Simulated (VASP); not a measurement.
# AlN (P6_3/mmc) in VASP: a series of runs, part 2 of 2

VASP 6.6.1.

## 4. Single point, PBE (9.06 Å³/atom)

This run uses another cell than the first one, of 9.06 Å³/atom.

File INCAR:

```
SYSTEM = AlN
ALGO     = Normal         ! electronic algorithm
EDIFF    = 1E-7           ! SCF threshold, eV
ENCUT    = 520            ! plane-wave cutoff, eV
GGA      = PE             ! functional
ISIF     = 2              ! what is computed and relaxed
ISMEAR   = 0              ! smearing method
LASPH    = .TRUE.         ! aspherical terms in the spheres
LCHARG   = .FALSE.        ! write CHGCAR
LREAL    = .FALSE.        ! projectors in reciprocal space
LWAVE    = .FALSE.        ! write WAVECAR
NBANDS   = 16             ! bands
NELM     = 60             ! most SCF steps
PREC     = Accurate       ! precision mode
SIGMA    = 0.02           ! smearing width, eV
```

File KPOINTS:

```
k-points
0
G
  9 9 6
  0 0 0
```

File POSCAR:

```
AlN
1.0
    3.2268065534      0.0000000000      0.0000000000
   -1.6134032767      2.7944964484      0.0000000000
    0.0000000000      0.0000000000      4.0194647067
Al N
2 2
Direct
    0.3333333333      0.6666666667      0.7500000000
    0.6666666667      0.3333333333      0.2500000000
    0.3333333333      0.6666666667      0.2500000000
    0.6666666667      0.3333333333      0.7500000000
```

Potentials or basis: VASP PAW PBE potentials, release 64 (Al, N).

Launch:

```sh
$ cat potpaw_PBE.64/Al/POTCAR potpaw_PBE.64/N/POTCAR > POTCAR
$ mpirun -np 1 vasp_std > vasp.out
```

OUTCAR:

```text
SYSTEM = AlN
   EDIFF = 1E-7
   ENCUT = 520
   GGA = PE
   ISIF = 2
   ISMEAR = 0
   LASPH = .TRUE.
   LREAL = .FALSE.
   NELM = 60
   PREC = Accurate

 ion  position               nearest neighbor table
   1  0.333  0.667  0.750-   4 1.86   4 1.86   4 1.86   3 2.01   3 2.01   2 2.74   2 2.74   2 2.74
                             2 2.74   2 2.74   2 2.74
   2  0.667  0.333  0.250-   3 1.86   3 1.86   3 1.86   4 2.01   4 2.01   1 2.74   1 2.74   1 2.74
                             1 2.74   1 2.74   1 2.74
   3  0.333  0.667  0.250-   2 1.86   2 1.86   2 1.86   1 2.01   1 2.01
   4  0.667  0.333  0.750-   1 1.86   1 1.86   1 1.86   2 2.01   2 2.01

  LATTYP: Found a hexagonal cell.
 ALAT       =     3.2268065534
 C/A-ratio  =     1.2456478689

  Lattice vectors:

 A1 = (   3.2268065534,   0.0000000000,   0.0000000000)
 A2 = (  -1.6134032767,   2.7944964484,   0.0000000000)
 A3 = (   0.0000000000,   0.0000000000,   4.0194647067)

Analysis of symmetry for initial positions (statically):
=====================================================================
 Subroutine PRICEL returns:
 Original cell was already a primitive cell.

 Routine SETGRP: Setting up the symmetry group for a
 hexagonal supercell.

 Subroutine GETGRP returns: Found 24 space group operations
 (whereof 12 operations were pure point group operations)
 out of a pool of 24 trial point group operations.

The static configuration has the point symmetry D_3d.
 The point group associated with its full space group is D_6h.

Analysis of symmetry for dynamics (positions and initial velocities):
=====================================================================
 Subroutine PRICEL returns:
 Original cell was already a primitive cell.

 Routine SETGRP: Setting up the symmetry group for a
 hexagonal supercell.

 Subroutine GETGRP returns: Found 24 space group operations
 (whereof 12 operations were pure point group operations)
 out of a pool of 24 trial point group operations.

The dynamic configuration has the point symmetry D_3d.
 The point group associated with its full space group is D_6h.

 Subroutine INISYM returns: Found 24 space group operations
 (whereof 12 operations are pure point group operations),
 and found     1 'primitive' translations

----------------------------------------------------------------------------------------

                                     Primitive cell

  volume of cell :      36.2447

  direct lattice vectors                    reciprocal lattice vectors
     3.226806553  0.000000000  0.000000000     0.309903920  0.178923112  0.000000000
    -1.613403277  2.794496448  0.000000000     0.000000000  0.357846223  0.000000000
     0.000000000  0.000000000  4.019464707     0.000000000  0.000000000  0.248789347

  length of vectors
     3.226806553  3.226806553  4.019464707     0.357846223  0.357846223  0.248789347

  position of ions in fractional coordinates (direct lattice)
     0.333333333  0.666666667  0.750000000
     0.666666667  0.333333333  0.250000000
     0.333333333  0.666666667  0.250000000
     0.666666667  0.333333333  0.750000000

  ion indices of the primitive-cell ions
   primitive index   ion index
                 1           1
                 2           2
                 3           3
                 4           4

[... 21 lines left out ...]
 Subroutine IBZKPT returns following result:
 ===========================================

 Found     48 irreducible k-points:

 Following reciprocal coordinates:
            Coordinates               Weight
  0.000000  0.000000  0.000000      1.000000
  0.111111 -0.000000  0.000000      6.000000
  0.222222 -0.000000  0.000000      6.000000
  0.333333 -0.000000  0.000000      6.000000
  0.444444 -0.000000  0.000000      6.000000
  0.111111  0.111111  0.000000      6.000000
[... 16 lines left out ...]
  0.333333  0.222222  0.166667     24.000000
  0.333333  0.333333  0.166667      4.000000
 [... further k-points ...]
   k-points           NKPTS =     48   k-points in BZ     NKDIM =     48   number of bands    NBANDS=     16
   number of dos      NEDOS =    301   number of ions     NIONS =      4
   total plane-waves  NPLWV =  17280
   dimension x,y,z NGX =    24 NGY =   24 NGZ =   30
   dimension x,y,z NGXF=    48 NGYF=   48 NGZF=   60
   ions per type =               2   2
   NGX,Y,Z   is equivalent  to a cutoff of  12.36, 12.36, 12.41 a.u.
   NGXF,Y,Z  is equivalent  to a cutoff of  24.73, 24.73, 24.82 a.u.
 SYSTEM =  AlN
   PREC   = accura    normal or accurate (medium, high low for compatibility)
   ISTART =      0    job   : 0-new  1-cont  2-samecut
   ICHARG =      2    charge: 1-file 2-atom 10-const
   ISPIN  =      1    spin polarized calculation?
   LNONCOLLINEAR =      F non collinear calculations
   LSORBIT =      F    spin-orbit coupling
   LASPH  =      T    aspherical Exc in radial PAW
   ENCUT  =  520.0 eV  38.22 Ry    6.18 a.u.   6.00  6.00  7.47*2*pi/ulx,y,z
   NELM   =     60;   NELMIN=  2; NELMDL= -5     # of ELM steps
   EDIFF  = 0.1E-06   stopping-criterion for ELM
   LREAL  =      F    real-space projection
   EDIFFG = 0.1E-05   stopping-criterion for IOM
   NSW    =      0    number of steps for IOM
   IBRION =     -1    ionic relax: 0-MD 1-quasi-New 2-CG
   NFREE  =      0    steps in history (QN), initial steepest desc. (CG)
   ISIF   =      2    stress and relaxation
   ISYM   =      2    0-nonsym 1-usesym 2-fastsym
   POTIM  = 0.5000    time-step for ionic-motion
   TEBEG  =    0.0;   TEEND  =   0.0 temperature during run
   PSTRESS=    0.0 pullay stress
   NELECT =      16.0000    total number of electrons
   NUPDOWN=      -1.0000    fix difference up-down
   EMIN   =  10.00;   EMAX   =-10.00  energy-range for DOS
   EFERMI =   0.00;   METHOD = LEGACY
   ISMEAR =     0;   SIGMA  =   0.02  broadening in eV -4-tet -1-fermi 0-gaus
   EFERMI_NEDOS =   21; number of points for ismear=-14 and -15
   IALGO  =     38    algorithm
   IMIX   =      4    mixing-type and parameters
     AMIX     =   0.40;   BMIX     =  1.00
     AMIX_MAG =   1.60;   BMIX_MAG =  1.00
  volume/ion in A,a.u.               =       9.06        61.15
  Fermi-wavevector in a.u.,A,eV,Ry     =   1.246522  2.355585 21.140962  1.553817
  Thomas-Fermi vector in A             =   2.380696
   LORBIT       =      0    0 simple, 1 ext, 2 COOP (PROOUT), +10 PAW based schemes
   GGA     = PE    functional components
   LHFCALC =     F    Hartree Fock is set to
   AEXX    =    0.0000 exact exchange contribution
   IVDW    =     0    specifies the selected vdW correction
   LEPSILON=     F    determine dielectric tensor
   LRPA    =     F    only Hartree local field effects (RPA)
 non-spin polarized calculation
 Gauss-broadening in eV      SIGMA  =   0.02
  energy-cutoff  :      520.00
  volume of cell :       36.24
 maximum number of plane-waves:       996
 NGX is ok and might be reduce to    24
   NGX = 11   NGY = 11   NGZ = 15

 number of electron      16.0000004 magnetization

 Free energy of the ion-electron system (eV)
  ---------------------------------------------------
  ext. energy  EPLUGINS =         0.00000000
  ---------------------------------------------------
  free energy    TOTEN  =       -29.08437041 eV

  energy without entropy =      -29.08437041  energy(sigma->0) =      -29.08437041

 E-fermi :   9.1451     XC(G=0): -11.5773

 val. band max:        8.9806071886   @ k =   0.0000   0.0000   0.0000
 cond. band min:      12.9716290473   @ k =   0.0000   0.0000   0.0000
 fundamental gap:      3.9910218587
 Fermi energy:         9.1450890824

 k-point     1 :       0.0000    0.0000    0.0000
  band No.  band energies     occupation
      1      -8.5097      2.00000
      2      -4.3305      2.00000
      3       1.6197      2.00000
      4       5.4396      2.00000
      5       5.4396      2.00000
      6       7.2689      2.00000
[... 433 lines left out ...]
      3       1.9333      2.00000
      4       3.1636      2.00000
      5       3.1636      2.00000
      6       5.8574      2.00000
[... 8 lines left out ...]
     15      20.9400      0.00000
     16      23.1652      0.00000

 [... further k-points ...]
[... 5 lines left out ...]
  --------------------------------------------------------------------------------------
  -------------------------------------------------------------------------------------
  Total        5.1445279      5.1445279      5.1811053      0.0000000      0.0000000      0.0000000
  in kB      227.4109620    227.4109620    229.0278459      0.0000000      0.0000000      0.0000000
  external PRESSURE =     227.9499233 kB  Pullay stress =       0.0000000 kB

 VOLUME and BASIS-vectors are now :
 -----------------------------------------------------------------------------
  energy-cutoff  :      520.00
  volume of cell :       36.24
      direct lattice vectors                 reciprocal lattice vectors
     3.226806553  0.000000000  0.000000000     0.309903920  0.178923112  0.000000000
    -1.613403277  2.794496448  0.000000000     0.000000000  0.357846223  0.000000000
     0.000000000  0.000000000  4.019464707     0.000000000  0.000000000  0.248789347

 POSITION                                       TOTAL-FORCE (eV/Angst)
 -----------------------------------------------------------------------------------
     -0.00000      1.86300      3.01460         0.000000      0.000000      0.000000
      1.61340      0.93150      1.00487        -0.000000      0.000000      0.000000
     -0.00000      1.86300      1.00487         0.000000     -0.000000      0.000000
      1.61340      0.93150      3.01460         0.000000      0.000000      0.000000
 -----------------------------------------------------------------------------------
    total drift:                               -0.000000     -0.000000     -0.000000

  FREE ENERGIE OF THE ION-ELECTRON SYSTEM (eV)
  ---------------------------------------------------
  free  energy   TOTEN  =       -29.0843704076 eV

  energy  without entropy=      -29.0843704076  energy(sigma->0) =      -29.08437041
```

Run time: 17 s. Hardware: 1 thread of Intel Xeon 8259CL, shared host; peak memory 0.15 GiB.

What came out:

| Property | Result |
| --- | --- |
| Free energy | -29.0844 eV |
| Pressure | 22.8 GPa |
| Band gap on the k mesh | 3.99 eV |

Stress tensor (GPa, compression positive):
```
22.74  0.00  0.00
 0.00 22.74  0.00
 0.00  0.00 22.90
```

Caveat: the cell stands under pressure; an odd mesh through Γ misses points on the zone boundary, where band edges can lie.

## 5. Single point, PBE (9.36 Å³/atom)

This run uses another cell than the first one, of 9.36 Å³/atom.

File INCAR:

```
PREC = Accurate
ENCUT = 520
EDIFF = 1E-6
ISMEAR = 0
SIGMA = 0.02
LREAL = False
LASPH = True
NELM = 100
ALGO = Normal
ISIF = 2
LWAVE = False
LCHARG = False
GGA = PE
NBANDS = 16
```

File KPOINTS:

```
regular mesh
0
Gamma
  9 9 6
```

File POSCAR:

```
AlN
1.0
    3.2579134244      0.0000000000      0.0000000000
   -1.6289567122      2.8214357889      0.0000000000
    0.0000000000      0.0000000000      4.0730661466
Al N
2 2
Direct
    0.3333333333      0.6666666667      0.7500000000
    0.6666666667      0.3333333333      0.2500000000
    0.3333333333      0.6666666667      0.2500000000
    0.6666666667      0.3333333333      0.7500000000
```

Launch:

```sh
$ cat potpaw_PBE.64/Al/POTCAR potpaw_PBE.64/N/POTCAR > POTCAR
$ mpirun -np 1 vasp_std > vasp.out
```

It took 17 s on 1 thread of Intel Xeon 8259CL, shared host; peak memory 0.15 GiB.

The run converged. Its results:

- Free energy: -29.2211 eV
- Pressure: 13.9 GPa
- Band gap on the k mesh: 3.75 eV

Stress tensor (GPa, compression positive):
```
13.85  0.00  0.00
 0.00 13.85  0.00
 0.00  0.00 14.02
```

Levels at points of the mesh, in eV from the valence-band top:
```tsv
k point	band 4	band 5	band 6	band 7	band 8	band 9	band 10	band 11	band 12	band 13
(0.00, 0.00, 0.00)	-3.44	-3.44	-1.66	-1.66	0.00	3.75	4.90	8.55	8.55	11.80
(0.00, 0.00, 0.50)	-3.79	-2.60	-2.60	-2.60	-2.60	6.07	6.07	8.68	8.68	8.68
```

Caveat: the cell stands under pressure; an odd mesh through Γ misses points on the zone boundary, where band edges can lie.

## 6. The runs side by side

```tsv
level	cell	gap on the mesh (eV)	pressure (GPa)
PBEsol	a = 3.376, b = 3.376, c = 4.143 Å, angles 90.0, 90.0, 120.0°, 4 atoms	3.07	-9.3
PBE	a = 3.194, b = 3.194, c = 3.967 Å, angles 90.0, 90.0, 120.0°, 4 atoms	4.23	33.2
PBE	a = 3.227, b = 3.227, c = 4.019 Å, angles 90.0, 90.0, 120.0°, 4 atoms	3.99	22.8
PBE	a = 3.258, b = 3.258, c = 4.073 Å, angles 90.0, 90.0, 120.0°, 4 atoms	3.75	13.9
```

Alike in all rows: task single point; potentials or basis VASP PAW PBE potentials, release 64 (Al, N); no spin polarisation; k mesh 9 × 9 × 6; cutoff (eV) 520; smearing gaussian 0.02 eV.

Caveats: the cell stands under pressure (at least some runs); an odd mesh through Γ misses points on the zone boundary, where band edges can lie (at least some runs); the cell stands under tension (at least some runs); the PAW data sets were made with another functional, which shifts forces and pressure a little (at least some runs).

Total energies depend on the potentials used, so only differences within one code and one set of settings carry meaning.
